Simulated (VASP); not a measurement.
# WS2 (P6_3/mmc) in VASP: further runs, part 2 of 2

VASP 6.6.1. Earlier steps stand in the parts before.

**3. Electric field gradients, r2SCAN, collinear spin**

Input file POSCAR:

```
WS2
1.0
    3.1800000000      0.0000000000      0.0000000000
   -1.5900000000      2.7539607840      0.0000000000
    0.0000000000      0.0000000000     12.5000000000
W S
2 4
Direct
    0.3333333333      0.6666666667      0.2500000000
    0.6666666667      0.3333333333      0.7500000000
    0.3333333333      0.6666666667      0.6244923886
    0.6666666667      0.3333333333      0.1244923886
    0.3333333333      0.6666666667      0.8755076114
    0.6666666667      0.3333333333      0.3755076114
```

Input file INCAR.step1:

```
ALGO     = Normal         # electronic algorithm
EDIFF    = 1E-4           # SCF threshold, eV
ENCUT    = 520            # plane-wave cutoff, eV
GGA      = PE             # functional
ISMEAR   = -1             # smearing method
ISPIN    = 2              # spin polarisation
LASPH    = True           # aspherical terms in the spheres
LCHARG   = False          # write CHGCAR
LMAXMIX  = 4              # l up to which the mixer works
LREAL    = False          # projectors in reciprocal space
LWAVE    = True           # write WAVECAR
MAGMOM   = 2 2 0 0 0 0    # initial moments
NBANDS   = 39             # bands
NELM     = 150            # most SCF steps
PREC     = Accurate       # precision mode
SIGMA    = 0.02           # smearing width, eV
```

Input file INCAR.step2:

```
ALGO     = Normal         # electronic algorithm
EDIFF    = 1E-8           # SCF threshold, eV
ENCUT    = 520            # plane-wave cutoff, eV
ISIF     = 2              # what is computed and relaxed
ISMEAR   = -1             # smearing method
ISPIN    = 2              # spin polarisation
ISTART   = 1            
LASPH    = True           # aspherical terms in the spheres
LCHARG   = False          # write CHGCAR
LEFG     = True         
LMAXMIX  = 4              # l up to which the mixer works
LMIXTAU  = True         
LORBIT   = 11             # projections on sites
LREAL    = False          # projectors in reciprocal space
LWAVE    = False          # write WAVECAR
MAGMOM   = 2 2 0 0 0 0    # initial moments
METAGGA  = R2SCAN         # meta-GGA
NBANDS   = 39             # bands
NELM     = 150            # most SCF steps
PREC     = Accurate       # precision mode
SIGMA    = 0.02           # smearing width, eV
```

Input file KPOINTS:

```
k-points
0
Gamma
  11 11 3
```

Potentials or basis: VASP PAW PBE potentials, release 64 (W_sv, S).

Launch:

```
> cat potpaw_PBE.64/W_sv/POTCAR potpaw_PBE.64/S/POTCAR > POTCAR
> cp INCAR.step1 INCAR
> mpirun -np 1 vasp_std > vasp.out
> cp INCAR.step2 INCAR
> mpirun -np 1 vasp_std > vasp.out
```

OUTCAR:

```text
EDIFF = 1E-8
   ENCUT = 520
   ISIF = 2
   ISMEAR = -1
   ISPIN = 2
   ISTART = 1
   LASPH = True
   LORBIT = 11
   LREAL = False
   METAGGA = R2SCAN
   NELM = 150
   PREC = Accurate

 ion  position               nearest neighbor table
   1  0.333  0.667  0.250-   4 2.41   6 2.41   4 2.41   6 2.41   4 2.41   6 2.41
   2  0.667  0.333  0.750-   3 2.41   5 2.41   3 2.41   5 2.41   3 2.41   5 2.41
   3  0.333  0.667  0.624-   2 2.41   2 2.41   2 2.41
   4  0.667  0.333  0.124-   1 2.41   1 2.41   1 2.41
   5  0.333  0.667  0.876-   2 2.41   2 2.41   2 2.41
   6  0.667  0.333  0.376-   1 2.41   1 2.41   1 2.41

  LATTYP: Found a hexagonal cell.
 ALAT       =     3.1800000000
 C/A-ratio  =     3.9308176101

  Lattice vectors:

 A1 = (   3.1800000000,   0.0000000000,   0.0000000000)
 A2 = (  -1.5900000000,   2.7539607840,   0.0000000000)
 A3 = (   0.0000000000,   0.0000000000,  12.5000000000)

Analysis of symmetry for initial positions (statically):
=====================================================================
 Subroutine PRICEL returns:
 Original cell was already a primitive cell.

 Routine SETGRP: Setting up the symmetry group for a
 hexagonal supercell.

 Subroutine GETGRP returns: Found 24 space group operations
 (whereof 12 operations were pure point group operations)
 out of a pool of 24 trial point group operations.

The static configuration has the point symmetry D_3d.
 The point group associated with its full space group is D_6h.

Analysis of symmetry for dynamics (positions and initial velocities):
=====================================================================
 Subroutine PRICEL returns:
 Original cell was already a primitive cell.

 Routine SETGRP: Setting up the symmetry group for a
 hexagonal supercell.

 Subroutine GETGRP returns: Found 24 space group operations
 (whereof 12 operations were pure point group operations)
 out of a pool of 24 trial point group operations.

The dynamic configuration has the point symmetry D_3d.
 The point group associated with its full space group is D_6h.

Analysis of structural, dynamic, and magnetic symmetry:
=====================================================================
 Subroutine PRICEL returns:
 Original cell was already a primitive cell.

 Routine SETGRP: Setting up the symmetry group for a
 hexagonal supercell.

 Subroutine GETGRP returns: Found 24 space group operations
 (whereof 12 operations were pure point group operations)
 out of a pool of 24 trial point group operations.

The overall configuration has the point symmetry D_3d.
 The point group associated with its full space group is D_6h.

 Subroutine INISYM returns: Found 24 space group operations
 (whereof 12 operations are pure point group operations),
 and found     1 'primitive' translations

----------------------------------------------------------------------------------------

                                     Primitive cell

[... 158 lines left out ...]
      2     -69.6347      1.00000
      3     -33.2199      1.00000
      4     -33.2199      1.00000
      5     -33.0621      1.00000
      6     -33.0621      1.00000
[... 973 lines left out ...]
     37      15.8761      0.00000
     38      16.0531      0.00000

 [... further k-points ...]

 spin component 2

 k-point     1 :       0.0000    0.0000    0.0000
  band No.  band energies     occupation
      1     -69.6347      1.00000
      2     -69.6347      1.00000
      3     -33.2199      1.00000
      4     -33.2199      1.00000
      5     -33.0621      1.00000
      6     -33.0621      1.00000
[... 973 lines left out ...]
     37      15.8761      0.00000
     38      16.0531      0.00000

 [... further k-points ...]

 [bands above 38 left out]

------------------------ aborting loop because EDIFF is reached ----------------------------------------

  FORCE on cell =-STRESS in cart. coord.  units (eV):
  Direction    XX          YY          ZZ          XY          YZ          ZX
  --------------------------------------------------------------------------------------
  -------------------------------------------------------------------------------------
  Total       -0.0552377     -0.0552377     -0.3778816     -0.0000000      0.0000000      0.0000000
  in kB       -0.8084467     -0.8084467     -5.5305901     -0.0000000      0.0000000      0.0000000
  external PRESSURE =      -2.3824945 kB  Pullay stress =       0.0000000 kB

 VOLUME and BASIS-vectors are now :
 -----------------------------------------------------------------------------
  energy-cutoff  :      520.00
  volume of cell :      109.47
      direct lattice vectors                 reciprocal lattice vectors
     3.180000000  0.000000000  0.000000000     0.314465409  0.181556688  0.000000000
    -1.590000000  2.753960784  0.000000000     0.000000000  0.363113377  0.000000000
     0.000000000  0.000000000 12.500000000     0.000000000  0.000000000  0.080000000

 POSITION                                       TOTAL-FORCE (eV/Angst)
 -----------------------------------------------------------------------------------
     -0.00000      1.83597      3.12500         0.000000     -0.000000     -0.000000
      1.59000      0.91799      9.37500        -0.000000      0.000000     -0.000000
     -0.00000      1.83597      7.80615         0.000000      0.000000      0.227450
      1.59000      0.91799      1.55615        -0.000000     -0.000000      0.227450
     -0.00000      1.83597     10.94385         0.000000      0.000000     -0.227450
      1.59000      0.91799      4.69385        -0.000000      0.000000     -0.227450
 -----------------------------------------------------------------------------------
    total drift:                               -0.000000      0.000000     -0.000000

  FREE ENERGIE OF THE ION-ELECTRON SYSTEM (eV)
  ---------------------------------------------------
  free  energy   TOTEN  =      -140.1418887204 eV

  energy  without entropy=     -140.1418887204  energy(sigma->0) =     -140.14188872

 Electric field gradients (V/A^2)
---------------------------------------------------------------------
 ion       V_xx      V_yy      V_zz      V_xy      V_xz      V_yz
---------------------------------------------------------------------
   1      75.282    75.282  -150.563     0.000     0.000    -0.000
   2      75.282    75.282  -150.563     0.000    -0.000     0.000
   3      22.907    22.907   -45.814     0.000    -0.000     0.000
   4      22.907    22.907   -45.814     0.000     0.000    -0.000
   5      22.907    22.907   -45.814     0.000     0.000    -0.000
   6      22.907    22.907   -45.814     0.000    -0.000     0.000
---------------------------------------------------------------------

 Electric field gradients after diagonalization (V/A^2)
 (convention: |V_zz| > |V_xx| > |V_yy|)
----------------------------------------------------------------------
 ion       V_xx      V_yy      V_zz     asymmetry (V_yy - V_xx)/ V_zz
----------------------------------------------------------------------
   1      75.282    75.282  -150.563       0.000
   2      75.282    75.282  -150.563       0.000
   3      22.907    22.906   -45.814       0.000
   4      22.907    22.906   -45.814       0.000
   5      22.907    22.906   -45.814       0.000
   6      22.907    22.906   -45.814       0.000
----------------------------------------------------------------------

           NMR quadrupolar parameters

 Cq : quadrupolar parameter    Cq=e*Q*V_zz/h
 eta: asymmetry parameters     (V_yy - V_xx)/ V_zz
 Q  : nuclear electric quadrupole moment in mb (millibarn)
----------------------------------------------------------------------
 ion       Cq(MHz)       eta       Q (mb)
----------------------------------------------------------------------
   1      -0.364       0.000       1.000
   2      -0.364       0.000       1.000
   3      -0.111       0.000       1.000
   4      -0.111       0.000       1.000
   5      -0.111       0.000       1.000
   6      -0.111       0.000       1.000
----------------------------------------------------------------------

 total charge

# of ion       s       p       d       tot
------------------------------------------
    1        2.311   6.327   3.345  11.982
    2        2.311   6.327   3.345  11.982
    3        1.351   2.385   0.000   3.736
    4        1.351   2.385   0.000   3.736
    5        1.351   2.385   0.000   3.736
    6        1.351   2.385   0.000   3.736
--------------------------------------------------
tot         10.024  22.194   6.689  38.907

 magnetization (x)

# of ion       s       p       d       tot
------------------------------------------
    1        0.000   0.000   0.000   0.000
    2        0.000   0.000   0.000   0.000
    3       -0.000  -0.000   0.000  -0.000
    4       -0.000  -0.000   0.000  -0.000
    5       -0.000  -0.000   0.000  -0.000
    6       -0.000  -0.000   0.000  -0.000
--------------------------------------------------
tot         -0.000  -0.000   0.000   0.000
```

Run time: 24 min. Hardware: 1 thread of Oxide Virtual Turin-like, shared host; peak memory 0.37 GiB.

Results:

| Item | Value |
| --- | --- |
| Free energy | -140.1419 eV |
| Pressure | -0.2 GPa |
| Largest force | 0.227 eV/Å |
| Band gap on the k mesh | 1.16 eV (least direct gap 2.14 eV) |
| Net moment | 0.00 μB per cell |
| Largest electric field gradient by atom | W -150.6; S -45.8 V/Å² |
| Valence electrons inside the program's atomic spheres | W 11.98; S 3.74 |

Forces on the atoms (eV/Å):
```
W    0.000  0.000  0.000
W    0.000  0.000  0.000
S    0.000  0.000  0.227
S    0.000  0.000  0.227
S    0.000  0.000 -0.227
S    0.000  0.000 -0.227
```

Stress tensor (GPa, compression positive):
```
-0.08  0.00  0.00
 0.00 -0.08  0.00
 0.00  0.00 -0.55
```

Electric field gradients, principal values (V/Å²):
```csv
atom,least,middle,greatest (by size)
1 W,75.282,75.282,-150.563
2 W,75.282,75.282,-150.563
3 S,22.906,22.907,-45.814
4 S,22.906,22.907,-45.814
5 S,22.906,22.907,-45.814
6 S,22.906,22.907,-45.814
```

Caveat: without QUAD_EFG the Cq values of the log hold for a quadrupole moment of 1 mb, not for the nuclei; the PAW data sets were made with another functional, which shifts forces and pressure a little; spin-orbit coupling is left out, which moves the levels of the heavy elements. A k mesh can miss the band edges.
